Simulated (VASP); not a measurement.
# Ti (Fd-3m) in VASP: notebook, part 2 of 2

VASP 6.6.1. Earlier steps stand in the parts before.

**3. Single point, PBE**

This run uses another cell than the first one, of 9.07 Å³/atom, 1.003 times its volume.

INCAR

```
SYSTEM = Ti
ALGO = Normal
EDIFF = 1E-7
ENCUT = 520
GGA = PE
ISIF = 2
ISMEAR = -1
LASPH = .TRUE.
LCHARG = .TRUE.
LELF = .TRUE.
LREAL = .FALSE.
LVHAR = .TRUE.
LWAVE = .FALSE.
NBANDS = 19
NELM = 100
PREC = Accurate
SIGMA = 0.08
```

KPOINTS

```
k-points
0
G
  15 15 15
  0 0 0
```

POSCAR

```
Ti
1.0
    0.0000000000      2.0854804618      2.0854804618
    2.0854804618      0.0000000000      2.0854804618
    2.0854804618      2.0854804618      0.0000000000
Ti
2
Direct
   -0.1250000000     -0.1250000000     -0.1250000000
    0.1250000000      0.1250000000      0.1250000000
```

Potentials or basis: VASP PAW PBE potentials, release 64 (Ti_sv).

Command:

```sh
$ cat potpaw_PBE.64/Ti_sv/POTCAR > POTCAR
$ mpirun -np 1 vasp_std > vasp.out
```

OUTCAR:

```text
SYSTEM = Ti
   EDIFF = 1E-7
   ENCUT = 520
   GGA = PE
   ISIF = 2
   ISMEAR = -1
   LASPH = .TRUE.
   LREAL = .FALSE.
   NELM = 100
   PREC = Accurate

 ion  position               nearest neighbor table
   1  0.875  0.875  0.875-   2 1.81   2 1.81   2 1.81   2 1.81
   2  0.125  0.125  0.125-   1 1.81   1 1.81   1 1.81   1 1.81

  LATTYP: Found a face centered cubic cell.
 ALAT       =     4.1709609236

  Lattice vectors:

 A1 = (   0.0000000000,   2.0854804618,   2.0854804618)
 A2 = (   2.0854804618,   0.0000000000,   2.0854804618)
 A3 = (   2.0854804618,   2.0854804618,   0.0000000000)

Analysis of symmetry for initial positions (statically):
=====================================================================
 Subroutine PRICEL returns:
 Original cell was already a primitive cell.

 Routine SETGRP: Setting up the symmetry group for a
 face centered cubic supercell.

 Subroutine GETGRP returns: Found 48 space group operations
 (whereof 12 operations were pure point group operations)
 out of a pool of 48 trial point group operations.

[... 160 lines left out ...]
  free energy    TOTEN  =        -2.69502983 eV

  energy without entropy =       -2.65733003  energy(sigma->0) =       -2.67617993

 E-fermi :  17.4428     XC(G=0): -14.6263

 val. band max:       17.4388110642   @ k =   0.4000   0.2667   0.0000
 cond. band min:      17.4524366394   @ k =  -0.1333   0.1333   0.0000
 fundamental gap:      0.0136255752
 Fermi energy:        17.4428210989

 k-point     1 :       0.0000    0.0000    0.0000
  band No.  band energies     occupation
      1     -42.2221      2.00000
      2     -35.6207      2.00000
      3     -18.0132      2.00000
      4     -18.0132      2.00000
      5     -18.0132      2.00000
      6     -13.4947      2.00000
[... 505 lines left out ...]
      6     -13.7190      2.00000
[... 11 lines left out ...]
     18      25.6145      0.00000
     19      27.2878      0.00000

 [... further k-points ...]

------------------------ aborting loop because EDIFF is reached ----------------------------------------

  FORCE on cell =-STRESS in cart. coord.  units (eV):
  Direction    XX          YY          ZZ          XY          YZ          ZX
  --------------------------------------------------------------------------------------
  -------------------------------------------------------------------------------------
  Total       29.4501148     29.4501148     29.4501148      0.0000000     -0.0000000     -0.0000000
  in kB     2601.0530008   2601.0530008   2601.0530008      0.0000000     -0.0000000     -0.0000000
  external PRESSURE =    2601.0530008 kB  Pullay stress =       0.0000000 kB

 VOLUME and BASIS-vectors are now :
 -----------------------------------------------------------------------------
  energy-cutoff  :      520.00
  volume of cell :       18.14
      direct lattice vectors                 reciprocal lattice vectors
     0.000000000  2.085480462  2.085480462    -0.239752905  0.239752905  0.239752905
     2.085480462  0.000000000  2.085480462     0.239752905 -0.239752905  0.239752905
     2.085480462  2.085480462  0.000000000     0.239752905  0.239752905 -0.239752905

 POSITION                                       TOTAL-FORCE (eV/Angst)
 -----------------------------------------------------------------------------------
      3.64959      3.64959      3.64959         0.000000      0.000000      0.000000
      0.52137      0.52137      0.52137        -0.000000     -0.000000     -0.000000
 -----------------------------------------------------------------------------------
    total drift:                                0.000000      0.000000      0.000000

  FREE ENERGIE OF THE ION-ELECTRON SYSTEM (eV)
  ---------------------------------------------------
  free  energy   TOTEN  =        -2.6950298320 eV

  energy  without entropy=       -2.6573300328  energy(sigma->0) =       -2.67617993
```

OSZICAR:

```text
N       E                     dE             d eps       ncg     rms          rms(c)
DAV:   1     0.265759845872E+03    0.26576E+03   -0.12661E+04  4672   0.180E+03
DAV:   2     0.199663587292E+02   -0.24579E+03   -0.23983E+03  4649   0.457E+02
DAV:   3    -0.219682646591E+01   -0.22163E+02   -0.21822E+02  7974   0.126E+02
DAV:   4    -0.287417774546E+01   -0.67735E+00   -0.67162E+00  5137   0.216E+01
DAV:   5    -0.289379888401E+01   -0.19621E-01   -0.19617E-01  5842   0.311E+00    0.469E+01
DAV:   6    -0.267426870482E+01    0.21953E+00   -0.28153E-01  6609   0.429E+00    0.291E+01
DAV:   7    -0.270042224922E+01   -0.26154E-01   -0.50063E-01  6110   0.320E+00    0.140E+00
DAV:   8    -0.269419114231E+01    0.62311E-02   -0.19358E-02  4716   0.149E+00    0.641E-01
DAV:   9    -0.269500051574E+01   -0.80937E-03   -0.45561E-03  4721   0.675E-01    0.815E-02
DAV:  10    -0.269502790208E+01   -0.27386E-04   -0.14661E-04  5266   0.137E-01    0.211E-02
DAV:  11    -0.269502990670E+01   -0.20046E-05   -0.21814E-05  5760   0.446E-02    0.220E-03
DAV:  12    -0.269502979577E+01    0.11093E-06   -0.12890E-06  5088   0.125E-02    0.149E-03
DAV:  13    -0.269502983198E+01   -0.36212E-07   -0.87573E-08  2908   0.358E-03
   1 F= -.26950298E+01 E0= -.26761799E+01  d E =-.376998E-01
```

stdout:

```text
POSCAR found type information on POSCAR Ti
 POSCAR found :  1 types and       2 ions
 scaLAPACK will be used
 LDA part: xc-table for (Slater+PW92), standard interpolation
 POSCAR, INCAR and KPOINTS ok, starting setup
 FFT: planning ... GRIDC
 FFT: planning ... GRID_SOFT
 FFT: planning ... GRID
 WAVECAR not read
 entering main loop
```

Run time: 32 s. Hardware: 1 thread of Intel Xeon Platinum 8488C (Sapphire Rapids), shared host; peak memory 0.16 GiB.

Results:

| Quantity | Value |
| --- | --- |
| Free energy | -2.6950 eV |
| Pressure | 260.1 GPa |
| Band gap on the k mesh | zero (band 12 reaches 19.35 eV, above the bottom of band 13 at 15.90 eV) |

Levels at points of the mesh, in eV from the Fermi level:
```tsv
k point	band 8	band 9	band 10	band 11	band 12	band 13	band 14	band 15	band 16	band 17
(0.00, 0.00, 0.00)	-30.94	-6.54	-3.97	-3.97	-0.39	-0.39	-0.39	4.72	4.72	4.72
```
